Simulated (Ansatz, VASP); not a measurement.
## Se: VASP beside Ansatz

INCAR

```
SYSTEM = Se
PREC = Accurate ; ENCUT = 520
EDIFF = 1E-7 ; ISMEAR = -1
SIGMA = 0.1 ; LREAL = .False.
LASPH = .True. ; NELM = 100
ALGO = Normal ; ISIF = 2
LWAVE = .False. ; LCHARG = .False.
GGA = PS ; NBANDS = 13
```

The input KPOINTS:

```
Automatic mesh
0
Gamma
  14 14 8
  0 0 0
```

The input POSCAR:

```
Se
1.0
    2.4237043410      0.0000000000      0.0000000000
   -1.2118521705      2.0989895305      0.0000000000
    0.0000000000      0.0000000000      3.7125291197
Se
2
Direct
    0.3333333333      0.6666666667      0.2500000000
    0.6666666667      0.3333333333      0.7500000000
```

Input for Ansatz:

```yaml
crystal:
  lattice:
    - [2.423704341, 0.0, 0.0]
    - [-1.2118521705, 2.0989895305, 0.0]
    - [0.0, 0.0, 3.7125291197]
  atoms:
    - { symbol: Se, position: [0.3333333333, 0.6666666667, 0.25] }
    - { symbol: Se, position: [0.6666666667, 0.3333333333, 0.75] }
kpoints:
  mp_grid: { grid: [14, 14, 8] }
  band_path:
    path:
      - [0.0, 0.0, 0.0]
      - [0.5, 0.0, 0.0]
      - [0.3333333333, 0.3333333333, 0.0]
      - [0.0, 0.0, 0.0]
      - [0.0, 0.0, 0.5]
      - [0.5, 0.0, 0.5]
      - [0.3333333333, 0.3333333333, 0.5]
      - [0.0, 0.0, 0.5]
      - [0.5, 0.0, 0.5]
    npoints: 8
scf:
  occupations: { method: fermi_dirac, width: 0.1 }
hamiltonian:
  xc: pbesol
  pseudopotentials: { kind: paw }
output:
  forces: true
  stress: true
  eigenvalues: true
  populations: true
  dos: { projected: true, de: 0.2, e_range: [-14, 8] }
  write_density: true
  write_potential: true
  elf: true
  volumetric_format: npy
```

Change from the starting cell: volume scaled by 0.45, PAW files.

Alike in both runs: task single point; functional PBEsol; k mesh 14 × 14 × 8; occupations fermi-dirac, width 0.1 eV; no spin polarisation.

|  | VASP | Ansatz |
| --- | --- | --- |
| version | VASP 6.6.1 | Ansatz 0.2.0 |
| potentials or method | VASP PAW PBE potentials, release 64 (Se) | PAW with Ansatz's default frozen-core files, scalar-relativistic |
| plane-wave cutoff (eV) | 520 | 420 |
| valence electrons in the cell | 12 | 32 |

|  | VASP | Ansatz | Ansatz less VASP |
| --- | --- | --- | --- |
| pressure (GPa) | 292.2 | 285.5 | -6.65 |
| traceless stress, the component that is largest in VASP (GPa) | 0.98 | 0.24 | -0.735 |

VASP's potentials were made for PBE, not for PBEsol. Both programs put the cell under a high pressure, so it lies far from rest at this level. With one functional, cell and mesh, what is left measures potentials, basis and numerics. VASP's potentials hold 12 valence electrons a cell and Ansatz's 32, so a difference there can come from the potentials and not from the codes.

Noted on VASP's run: the cell as given lies far from equilibrium.
